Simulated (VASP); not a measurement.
A run of VASP 6.6.1:

POSCAR

```
BaTiO3
1.0
    2.8900585297      1.6685760701      2.3865393378
   -2.8900585297      1.6685760701      2.3865393378
    0.0000000000     -3.3371521402      2.3865393378
Ba Ti O
1 1 3
Direct
    0.0065653025      0.0065653025      0.0065653025
    0.5229778492      0.5229778492      0.5229778492
    0.4883008550      0.4883008550      0.9725551382
    0.4883008550      0.9725551382      0.4883008550
    0.9725551382      0.4883008550      0.4883008550
```

File INCAR.step1:

```
SYSTEM = BaTiO3
  PREC = Accurate
  ENCUT = 660
  ISMEAR = 0
  SIGMA = 0.02
  LREAL = .False.
  LASPH = .True.
  NELM = 120
  NBANDS = 28
  GGA = PE
  ALGO = Normal
  EDIFF = 1E-5
  LWAVE = .True.
  LCHARG = .False.
  GGA_COMPAT = .False.
```

The input INCAR.step2:

```
SYSTEM = BaTiO3
  PREC = Accurate
  ENCUT = 660
  EDIFF = 1E-6
  ISMEAR = 0
  SIGMA = 0.02
  LREAL = .False.
  LASPH = .True.
  NELM = 120
  ALGO = Normal
  ISIF = 2
  LWAVE = .False.
  LCHARG = .False.
  METAGGA = R2SCAN
  LMIXTAU = .True.
  NBANDS = 28
  ISTART = 1
  GGA_COMPAT = .False.
```

KPOINTS

```
regular mesh
0
Gamma
  6 6 6
  0 0 0
```

Potentials or basis: VASP PAW PBE potentials, release 64 (Ba_sv, Ti_sv, O).

Run with:

```sh
$ cat potpaw_PBE.64/Ba_sv/POTCAR potpaw_PBE.64/Ti_sv/POTCAR potpaw_PBE.64/O/POTCAR > POTCAR
$ cp INCAR.step1 INCAR
$ mpirun -np 1 vasp_std > vasp.out
$ cp INCAR.step2 INCAR
$ mpirun -np 1 vasp_std > vasp.out
```

Hardware: 1 thread of Intel(R) Xeon(R) Platinum 8375C CPU @ 2.90GHz (Ice Lake), on a shared host.

Estimate the wall time of this run.

Wall time 5.7 min on 1 thread of Intel(R) Xeon(R) Platinum 8375C CPU @ 2.90GHz (Ice Lake), on a shared host, peak memory 0.27 GiB. Counts: k points 32.
